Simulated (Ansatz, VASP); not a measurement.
**One calculation of Cu, two programs**

File INCAR:

```
SYSTEM = Cu
PREC = Accurate ; ENCUT = 820
EDIFF = 1E-6 ; ISMEAR = 0
SIGMA = 0.1 ; LREAL = .FALSE.
LASPH = .TRUE. ; NELM = 120
ALGO = Normal ; ISIF = 2
LWAVE = .FALSE. ; LCHARG = .TRUE.
GGA = RE ; LELF = .TRUE.
LVHAR = .TRUE. ; NBANDS = 26
GGA_COMPAT = .FALSE.
```

File KPOINTS:

```
regular mesh
0
G
  3 3 2
  0 0 0
```

The input POSCAR:

```
Cu
1.0
    2.5340966698      0.0000000000      0.0000000000
   -1.2670483349      2.1945920917      0.0000000000
    0.0000000000      0.0000000000      4.1125710000
Cu
2
Direct
    0.3333333333      0.6666666667      0.2500000000
    0.6666666667      0.3333333333      0.7500000000
```

Input for Ansatz:

```yaml
crystal:
  lattice:
    - [2.5340966698, 0.0, 0.0]
    - [-1.2670483349, 2.1945920917, 0.0]
    - [0.0, 0.0, 4.112571]
  atoms:
    - { symbol: Cu, position: [0.3333333333, 0.6666666667, 0.25] }
    - { symbol: Cu, position: [0.6666666667, 0.3333333333, 0.75] }
basis:
  ecutwfc: 420
  xc_grid: 3
kpoints:
  mp_grid: { grid: [3, 3, 2] }
  band_path: { path: [[0, 0, 0], [0.5, 0, 0], [0.5, 0.5, 0.5]], npoints: 8 }
hamiltonian:
  xc: revpbe
scf:
  occupations: { method: gaussian, width: 0.1 }
  mixing: { algorithm: anderson, ndim: 1, preconditioner: local_kerker }
  max_iter: 80
  convergence: { dr2_threshold: "1e-10 eV" }
output:
  forces: true
  stress: true
  eigenvalues: true
```

Alike in both runs: task single point; functional revPBE; k mesh 3 × 3 × 2; occupations gaussian, width 0.1 eV; no spin polarisation.

```csv
,VASP,Ansatz
version,VASP 6.6.1,Ansatz 0.2.0
potentials or method,"VASP PAW PBE potentials, release 64 (Cu_sv_GW), cutoff 820 eV","scalar-relativistic, plane waves, PAW"
valence electrons in the cell,38,38
```

```tsv
	VASP	Ansatz	Ansatz less VASP
gap on the k mesh at the Fermi level (eV)	none	none	-
pressure (GPa)	8.7	9.9	+1.17
traceless stress, the component that is largest in VASP (GPa)	1.88	1.68	-0.198
```

VASP's potentials were made for PBE, not for revPBE. A gap of «none» marks a metal or a gap that the smearing closes.

The k mesh is coarse, so the values compare programs but aren't converged.
